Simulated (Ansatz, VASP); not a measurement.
## LaHg in VASP and in Ansatz

```
CELL_PARAMETERS angstrom
3.76026 0.00000 0.00000
0.00000 3.76026 0.00000
0.00000 0.00000 3.83700
ATOMIC_POSITIONS crystal
La 0.50000 0.50000 0.50000
Hg 0.00000 0.00000 0.00000
```

Change from the starting cell: equal xx and yy strain of -2 %.

Alike in both runs: task single point; functional LDA; k mesh 11 × 11 × 11; occupations fermi-dirac, width 0.08 eV; no spin polarisation.

|  | VASP | Ansatz |
| --- | --- | --- |
| version | VASP 6.6.1 | Ansatz 0.2.0 |
| potentials or method | VASP PAW LDA potentials, release 64 (La, Hg), cutoff 520 eV | all-electron LAPW, scalar-relativistic |

```csv
,VASP,Ansatz,Ansatz less VASP
pressure (GPa),0.7,0.5,-0.19
"traceless stress, the component that is largest in VASP (GPa)",-0.21,-0.21,-0.004
```

LDA's correlation is that of Perdew and Zunger in VASP and of Perdew and Wang (1992) in Ansatz. Ansatz ran all-electron here, and VASP with PAW potentials.

Spin-orbit coupling is off throughout.
